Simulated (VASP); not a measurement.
# WS2 (P4/mmm) in VASP: a series of runs

Runs on WS2. Level: PBE. Tasks: single point.

Program: VASP 6.6.1. These are calculated values, not measurements. Logs are shortened: lines on timing, memory, paths and dates and some standing lists are left out, and cuts for length are marked.

## (1) The cell of the first run

It takes space group P4/mmm (No. 123, tetragonal). Conventional cell: a = 3.051 Å, b = 3.051 Å, c = 6.324 Å, α = 90.00°, β = 90.00°, γ = 90.00°. Within 3.7 Å of W (site symmetry 4/mmm) lie 8 S at 2.81 Å and 4 W at 3.05 Å. Within 3.6 Å of S (site symmetry 4mm) lie 6 S at 2.73 to 3.60 Å and 4 W at 2.81 Å.

## (2) Single point, PBE

Input file INCAR:

```
SYSTEM = WS2
ALGO = Normal ; EDIFF = 1E-6
ENCUT = 520 ; GGA = PE
ISIF = 2 ; ISMEAR = -1
LASPH = .TRUE. ; LCHARG = .TRUE.
LELF = .TRUE. ; LREAL = .FALSE.
LVHAR = .TRUE. ; LWAVE = .FALSE.
NBANDS = 20 ; NELM = 60
PREC = Accurate ; SIGMA = 0.05
```

Input file KPOINTS:

```
k-points
0
G
  9 9 4
  0 0 0
```

Input file POSCAR:

```
WS2
1.0
    3.0506631800      0.0000000000      0.0000000000
    0.0000000000      3.0506631800      0.0000000000
    0.0000000000      0.0000000000      6.3241450900
W S
1 2
Direct
    0.0000000000      0.0000000000      0.0000000000
    0.5000000000      0.5000000000      0.2843227100
    0.5000000000      0.5000000000      0.7156772900
```

Potentials or basis: VASP PAW PBE potentials, release 64 (W_sv, S).

The run is started by

```
> cat potpaw_PBE.64/W_sv/POTCAR potpaw_PBE.64/S/POTCAR > POTCAR
> mpirun -np 1 vasp_std > vasp.out
```

OUTCAR:

```text
SYSTEM = WS2
   EDIFF = 1E-6
   ENCUT = 520
   GGA = PE
   ISIF = 2
   ISMEAR = -1
   LASPH = .TRUE.
   LREAL = .FALSE.
   NELM = 60
   PREC = Accurate

 ion  position               nearest neighbor table
   1  0.000  0.000  0.000-   2 2.81   3 2.81   2 2.81   3 2.81   2 2.81   3 2.81   2 2.81   3 2.81

   2  0.500  0.500  0.284-   3 2.73   1 2.81   1 2.81   1 2.81   1 2.81
   3  0.500  0.500  0.716-   2 2.73   1 2.81   1 2.81   1 2.81   1 2.81

  LATTYP: Found a simple tetragonal cell.
 ALAT       =     3.0506631800
 C/A-ratio  =     2.0730394399

  Lattice vectors:

 A1 = (   3.0506631800,   0.0000000000,   0.0000000000)
 A2 = (   0.0000000000,   3.0506631800,   0.0000000000)
 A3 = (   0.0000000000,   0.0000000000,   6.3241450900)

Analysis of symmetry for initial positions (statically):
=====================================================================
 Subroutine PRICEL returns:
 Original cell was already a primitive cell.

 Routine SETGRP: Setting up the symmetry group for a
 simple tetragonal supercell.

 Subroutine GETGRP returns: Found 16 space group operations
 (whereof 16 operations were pure point group operations)
 out of a pool of 16 trial point group operations.

The static configuration has the point symmetry D_4h.

Analysis of symmetry for dynamics (positions and initial velocities):
=====================================================================
 Subroutine PRICEL returns:
 Original cell was already a primitive cell.

 Routine SETGRP: Setting up the symmetry group for a
 simple tetragonal supercell.

 Subroutine GETGRP returns: Found 16 space group operations
 (whereof 16 operations were pure point group operations)
 out of a pool of 16 trial point group operations.

The dynamic configuration has the point symmetry D_4h.

 Subroutine INISYM returns: Found 16 space group operations
 (whereof 16 operations are pure point group operations),
 and found     1 'primitive' translations

----------------------------------------------------------------------------------------

                                     Primitive cell

  volume of cell :      58.8559

  direct lattice vectors                    reciprocal lattice vectors
     3.050663180  0.000000000  0.000000000     0.327797577  0.000000000  0.000000000
     0.000000000  3.050663180  0.000000000     0.000000000  0.327797577  0.000000000
     0.000000000  0.000000000  6.324145090     0.000000000  0.000000000  0.158124139

  length of vectors
     3.050663180  3.050663180  6.324145090     0.327797577  0.327797577  0.158124139

  position of ions in fractional coordinates (direct lattice)
     0.000000000  0.000000000  0.000000000
     0.500000000  0.500000000  0.284322710
     0.500000000  0.500000000  0.715677290

  ion indices of the primitive-cell ions
   primitive index   ion index
                 1           1
                 2           2
                 3           3

----------------------------------------------------------------------------------------

 KPOINTS: k-points

Automatic generation of k-mesh.
 Grid dimensions read from file:
 generate k-points for:    9    9    4

 Generating k-lattice:

  Cartesian coordinates                     Fractional coordinates (reciprocal lattice)
     0.036421953  0.000000000  0.000000000     0.111111111  0.000000000  0.000000000
     0.000000000  0.036421953  0.000000000     0.000000000  0.111111111  0.000000000
     0.000000000  0.000000000  0.039531035     0.000000000  0.000000000  0.250000000

  Length of vectors
     0.036421953  0.036421953  0.039531035

  Shift w.r.t. Gamma in fractional coordinates (k-lattice)
     0.000000000  0.000000000  0.000000000

 Subroutine IBZKPT returns following result:
 ===========================================

 Found     45 irreducible k-points:

 Following reciprocal coordinates:
            Coordinates               Weight
  0.000000  0.000000  0.000000      1.000000
  0.111111  0.000000  0.000000      4.000000
  0.222222  0.000000  0.000000      4.000000
  0.333333  0.000000  0.000000      4.000000
  0.444444  0.000000  0.000000      4.000000
  0.111111  0.111111  0.000000      4.000000
[... 16 lines left out ...]
  0.333333  0.111111  0.250000     16.000000
  0.444444  0.111111  0.250000     16.000000
 [... further k-points ...]
   k-points           NKPTS =     45   k-points in BZ     NKDIM =     45   number of bands    NBANDS=     20
   number of dos      NEDOS =    301   number of ions     NIONS =      3
   total plane-waves  NPLWV =  27648
   dimension x,y,z NGX =    24 NGY =   24 NGZ =   48
   dimension x,y,z NGXF=    48 NGYF=   48 NGZF=   96
   ions per type =               1   2
   NGX,Y,Z   is equivalent  to a cutoff of  13.08, 13.08, 12.62 a.u.
   NGXF,Y,Z  is equivalent  to a cutoff of  26.16, 26.16, 25.24 a.u.
 SYSTEM =  WS2
   PREC   = accura    normal or accurate (medium, high low for compatibility)
   ISTART =      0    job   : 0-new  1-cont  2-samecut
   ICHARG =      2    charge: 1-file 2-atom 10-const
   ISPIN  =      1    spin polarized calculation?
   LNONCOLLINEAR =      F non collinear calculations
   LSORBIT =      F    spin-orbit coupling
   LASPH  =      T    aspherical Exc in radial PAW
   ENCUT  =  520.0 eV  38.22 Ry    6.18 a.u.   5.67  5.67 11.76*2*pi/ulx,y,z
   NELM   =     60;   NELMIN=  2; NELMDL= -5     # of ELM steps
   EDIFF  = 0.1E-05   stopping-criterion for ELM
   LREAL  =      F    real-space projection
   EDIFFG = 0.1E-04   stopping-criterion for IOM
   NSW    =      0    number of steps for IOM
   IBRION =     -1    ionic relax: 0-MD 1-quasi-New 2-CG
   NFREE  =      0    steps in history (QN), initial steepest desc. (CG)
   ISIF   =      2    stress and relaxation
   ISYM   =      2    0-nonsym 1-usesym 2-fastsym
   POTIM  = 0.5000    time-step for ionic-motion
   TEBEG  =    0.0;   TEEND  =   0.0 temperature during run
   PSTRESS=    0.0 pullay stress
   NELECT =      26.0000    total number of electrons
   NUPDOWN=      -1.0000    fix difference up-down
   EMIN   =  10.00;   EMAX   =-10.00  energy-range for DOS
   EFERMI =   0.00;   METHOD = LEGACY
   ISMEAR =    -1;   SIGMA  =   0.05  broadening in eV -4-tet -1-fermi 0-gaus
   EFERMI_NEDOS =   21; number of points for ismear=-14 and -15
   IALGO  =     38    algorithm
   IMIX   =      4    mixing-type and parameters
     AMIX     =   0.40;   BMIX     =  1.00
     AMIX_MAG =   1.60;   BMIX_MAG =  1.00
  volume/ion in A,a.u.               =      19.62       132.39
  Fermi-wavevector in a.u.,A,eV,Ry     =   1.246816  2.356141 21.150951  1.554551
  Thomas-Fermi vector in A             =   2.380977
   LORBIT       =      0    0 simple, 1 ext, 2 COOP (PROOUT), +10 PAW based schemes
   GGA     = PE    functional components
   LHFCALC =     F    Hartree Fock is set to
   AEXX    =    0.0000 exact exchange contribution
   IVDW    =     0    specifies the selected vdW correction
   LEPSILON=     F    determine dielectric tensor
   LRPA    =     F    only Hartree local field effects (RPA)
 non-spin polarized calculation
  energy-cutoff  :      520.00
  volume of cell :       58.86
 maximum number of plane-waves:      1600
 NGX is ok and might be reduce to    24
   NGX = 11   NGY = 11   NGZ = 23

 number of electron      25.9999994 magnetization

 Free energy of the ion-electron system (eV)
  ---------------------------------------------------
  ext. energy  EPLUGINS =         0.00000000
  ---------------------------------------------------
  free energy    TOTEN  =       -20.20945131 eV

  energy without entropy =      -20.19537984  energy(sigma->0) =      -20.20241558

 E-fermi :   6.3217     XC(G=0): -10.6698

 val. band max:        6.3163023243   @ k =   0.4444   0.1111   0.0000
 cond. band min:       6.3260747382   @ k =   0.3333   0.3333   0.5000
 fundamental gap:      0.0097724139
 Fermi energy:         6.3217046001

 k-point     1 :       0.0000    0.0000    0.0000
  band No.  band energies     occupation
      1     -68.5592      2.00000
      2     -32.7034      2.00000
      3     -32.4683      2.00000
      4     -32.4683      2.00000
      5      -8.2650      2.00000
      6      -6.7175      2.00000
[... 12 lines left out ...]
     19      14.0018      0.00000
     20      14.0578      0.00000

 k-point     2 :       0.1111    0.0000    0.0000
  band No.  band energies     occupation
      1     -68.5576      2.00000
      2     -32.6994      2.00000
      3     -32.5045      2.00000
      4     -32.4653      2.00000
      5      -8.1246      2.00000
      6      -6.6346      2.00000
[... 12 lines left out ...]
     19      14.3274      0.00000
     20      14.7335      0.00000

 k-point     3 :       0.2222    0.0000    0.0000
  band No.  band energies     occupation
      1     -68.5535      2.00000
      2     -32.6895      2.00000
      3     -32.5952      2.00000
      4     -32.4576      2.00000
      5      -7.7356      2.00000
      6      -6.4107      2.00000
[... 12 lines left out ...]
     19      13.7293      0.00000
     20      14.6077      0.00000

 k-point     4 :       0.3333    0.0000    0.0000
  band No.  band energies     occupation
      1     -68.5490      2.00000
      2     -32.6967      2.00000
      3     -32.6782      2.00000
      4     -32.4488      2.00000
      5      -7.2097      2.00000
      6      -6.1266      2.00000
[... 12 lines left out ...]
     19      13.1979      0.00000
     20      14.3116      0.00000

 k-point     5 :       0.4444    0.0000    0.0000
  band No.  band energies     occupation
      1     -68.5460      2.00000
      2     -32.7622      2.00000
      3     -32.6708      2.00000
      4     -32.4431      2.00000
      5      -6.7886      2.00000
      6      -5.9192      2.00000
[... 12 lines left out ...]
     19      12.4609      0.00000
     20      14.2247      0.00000
[... 353 lines left out ...]
      6      -6.8203      2.00000
[... 12 lines left out ...]
     19      14.3360      0.00000
     20      14.8304      0.00000

 k-point    22 :       0.2222    0.1111    0.2500
  band No.  band energies     occupation
      1     -68.5520      2.00000
      2     -32.6857      2.00000
      3     -32.5916      2.00000
      4     -32.4932      2.00000
      5      -7.4769      2.00000
      6      -6.5362      2.00000
[... 12 lines left out ...]
     19      14.6088      0.00000
     20      14.9763      0.00000

 k-point    23 :       0.3333    0.1111    0.2500
  band No.  band energies     occupation
      1     -68.5474      2.00000
      2     -32.6928      2.00000
      3     -32.6745      2.00000
      4     -32.4840      2.00000
      5      -7.0176      2.00000
      6      -6.1502      2.00000
[... 12 lines left out ...]
     19      13.8648      0.00000
     20      15.0448      0.00000

 k-point    24 :       0.4444    0.1111    0.2500
  band No.  band energies     occupation
      1     -68.5444      2.00000
      2     -32.7579      2.00000
      3     -32.6672      2.00000
      4     -32.4780      2.00000
      5      -6.6748      2.00000
      6      -5.8353      2.00000
[... 12 lines left out ...]
     19      13.3706      0.00000
     20      14.0776      0.00000

 [... further k-points ...]

------------------------ aborting loop because EDIFF is reached ----------------------------------------

  FORCE on cell =-STRESS in cart. coord.  units (eV):
  Direction    XX          YY          ZZ          XY          YZ          ZX
  --------------------------------------------------------------------------------------
  -------------------------------------------------------------------------------------
  Total       -5.0208260     -5.0208260    -10.3095795      0.0000000      0.0000000     -0.0000000
  in kB     -136.6769912   -136.6769912   -280.6475072      0.0000000      0.0000000     -0.0000000
  external PRESSURE =    -184.6671632 kB  Pullay stress =       0.0000000 kB

 VOLUME and BASIS-vectors are now :
 -----------------------------------------------------------------------------
  energy-cutoff  :      520.00
  volume of cell :       58.86
      direct lattice vectors                 reciprocal lattice vectors
     3.050663180  0.000000000  0.000000000     0.327797577  0.000000000  0.000000000
     0.000000000  3.050663180  0.000000000     0.000000000  0.327797577  0.000000000
     0.000000000  0.000000000  6.324145090     0.000000000  0.000000000  0.158124139

 POSITION                                       TOTAL-FORCE (eV/Angst)
 -----------------------------------------------------------------------------------
      0.00000      0.00000      0.00000         0.000000     -0.000000      0.000000
      1.52533      1.52533      1.79810        -0.000000      0.000000     -4.320025
      1.52533      1.52533      4.52605         0.000000     -0.000000      4.320025
 -----------------------------------------------------------------------------------
    total drift:                                0.000000     -0.000000      0.000000

  FREE ENERGIE OF THE ION-ELECTRON SYSTEM (eV)
  ---------------------------------------------------
  free  energy   TOTEN  =       -20.2094513140 eV

  energy  without entropy=      -20.1953798426  energy(sigma->0) =      -20.20241558
```

Run time: 35 s. Hardware: 1 thread of Intel Xeon Platinum 8259CL at 2.50GHz (Skylake/Cascade Lake), shared host; peak memory 0.2 GiB.

What came out:

```yaml
Free_energy: -20.2095 eV
Pressure: -18.5 GPa
Largest_force: 4.320 eV/Å
Band_gap_on_the_k_mesh: zero (band 13 reaches 6.80 eV, above the bottom of band 14 at 5.71 eV)
```

Forces in eV/Å, atoms in the order of the input:
```
W    0.000  0.000  0.000
S    0.000  0.000 -4.320
S    0.000  0.000  4.320
```

Caveat: spin-orbit coupling is left out, which moves the levels of the heavy elements; forces of over 1 eV/Å act on the atoms, so gaps and moduli don't describe the material at rest.

## (3) Single point, PBE (volume scaled by 1.02)

Input file INCAR:

```
SYSTEM = WS2
PREC = Accurate ; ENCUT = 520
EDIFF = 1E-7 ; ISMEAR = -1
SIGMA = 0.05 ; LREAL = .FALSE.
LASPH = .TRUE. ; NELM = 100
ALGO = Normal ; ISIF = 2
LWAVE = .FALSE. ; LCHARG = .FALSE.
GGA = PE ; NBANDS = 20
```

Input file KPOINTS:

```
regular mesh
0
G
  9 9 4
  0 0 0
```

Input file POSCAR:

```
WS2
1.0
    3.0708668362      0.0000000000      0.0000000000
    0.0000000000      3.0708668362      0.0000000000
    0.0000000000      0.0000000000      6.3660280661
W S
1 2
Direct
    0.0000000000      0.0000000000      0.0000000000
    0.5000000000      0.5000000000      0.2843227100
    0.5000000000      0.5000000000      0.7156772900
```

Potentials or basis: VASP PAW PBE potentials, release 64 (W_sv, S).

The run is started by

```
> cat potpaw_PBE.64/W_sv/POTCAR potpaw_PBE.64/S/POTCAR > POTCAR
> mpirun -np 1 vasp_std > vasp.out
```

Wall time 37 s (1 thread of Intel Xeon Platinum 8259CL at 2.50GHz (Skylake/Cascade Lake), shared host); peak memory 0.2 GiB.

It converged, with:

| Item | Value |
| --- | --- |
| Free energy | -20.0695 eV |
| Pressure | -19.7 GPa |
| Largest force | 4.309 eV/Å |
| Band gap on the k mesh | zero (band 13 reaches 6.54 eV, above the bottom of band 14 at 5.46 eV) |

Forces on the atoms (eV/Å):
```
W    0.000  0.000  0.000
S    0.000  0.000 -4.309
S    0.000  0.000  4.309
```

Stress tensor (GPa, compression positive):
```
-15.17   0.00   0.00
  0.00 -15.17   0.00
  0.00   0.00 -28.83
```

Levels at points of the mesh, in eV from the Fermi level:
| k point | band 11 | band 12 | band 13 | band 14 | band 15 | band 16 |
| --- | --- | --- | --- | --- | --- | --- |
| (0.00, 0.00, 0.00) | -1.37 | -0.79 | -0.45 | -0.45 | 1.88 | 3.14 |
| (0.00, 0.00, 0.50) | -1.60 | -0.12 | 0.04 | 0.04 | 1.88 | 2.66 |

Caveat: spin-orbit coupling is left out, which moves the levels of the heavy elements; forces of over 1 eV/Å act on the atoms, so gaps and moduli don't describe the material at rest.

## (4) Single point, PBE (volume scaled by 1.04)

Input file INCAR:

```
  PREC = Accurate
  ENCUT = 520
  EDIFF = 1E-6
  ISMEAR = -1
  SIGMA = 0.05
  LREAL = F
  LASPH = T
  NELM = 100
  ALGO = Normal
  ISIF = 2
  LWAVE = F
  LCHARG = F
  GGA = PE
  NBANDS = 20
```

Input file KPOINTS:

```
Automatic mesh
0
Gamma
  9 9 4
```

Input file POSCAR:

```
WS2
1.0
    3.0908080887      0.0000000000      0.0000000000
    0.0000000000      3.0908080887      0.0000000000
    0.0000000000      0.0000000000      6.4073670691
W S
1 2
Direct
    0.0000000000      0.0000000000      0.0000000000
    0.5000000000      0.5000000000      0.2843227100
    0.5000000000      0.5000000000      0.7156772900
```

The run is started by

```
> cat potpaw_PBE.64/W_sv/POTCAR potpaw_PBE.64/S/POTCAR > POTCAR
> mpirun -np 1 vasp_std > vasp.out
```

It took 30 s on 1 thread of Intel Xeon Platinum 8259CL at 2.50GHz (Skylake/Cascade Lake), shared host; peak memory 0.2 GiB.

It converged, with:

```yaml
Free_energy: -19.9210 eV
Pressure: -20.8 GPa
Largest_force: 4.294 eV/Å
Band_gap_on_the_k_mesh: zero (band 13 reaches 6.29 eV, above the bottom of band 14 at 5.24 eV)
```

Forces on the atoms (eV/Å):
```
W    0.000  0.000  0.000
S    0.000  0.000 -4.294
S    0.000  0.000  4.294
```

Stress tensor (GPa, compression positive):
```
-16.47   0.00   0.00
  0.00 -16.47   0.00
  0.00   0.00 -29.43
```

Levels at points of the mesh, in eV from the Fermi level:
| k point | band 10 | band 11 | band 12 | band 13 | band 14 | band 15 | band 16 | band 17 |
| --- | --- | --- | --- | --- | --- | --- | --- | --- |
| (0.00, 0.00, 0.00) | -1.34 | -1.34 | -0.79 | -0.45 | -0.45 | 1.82 | 3.00 | 3.04 |
| (0.00, 0.00, 0.50) | -1.56 | -1.56 | -0.14 | 0.03 | 0.03 | 1.82 | 2.58 | 2.58 |

Caveat: spin-orbit coupling is left out, which moves the levels of the heavy elements; forces of over 1 eV/Å act on the atoms, so gaps and moduli don't describe the material at rest.

## (5) The runs side by side

| cell | gap on the mesh (eV) | pressure (GPa) | largest force (eV/Å) |
| --- | --- | --- | --- |
| a = 3.051, b = 3.051, c = 6.324 Å, 3 atoms | none | -18.5 | 4.32 |
| a = 3.071, b = 3.071, c = 6.366 Å, 3 atoms | none | -19.7 | 4.31 |
| a = 3.091, b = 3.091, c = 6.407 Å, 3 atoms | none | -20.8 | 4.29 |

Alike in all rows: task single point; level PBE; potentials or basis VASP PAW PBE potentials, release 64 (W_sv, S); no spin polarisation; k mesh 9 × 9 × 4; cutoff (eV) 520; smearing fermi-dirac 0.05 eV.

Caveats: spin-orbit coupling is left out, which moves the levels of the heavy elements; forces of over 1 eV/Å act on the atoms, so gaps and moduli don't describe the material at rest.

Total energies depend on the potentials used, so only differences within one code and one set of settings carry meaning.
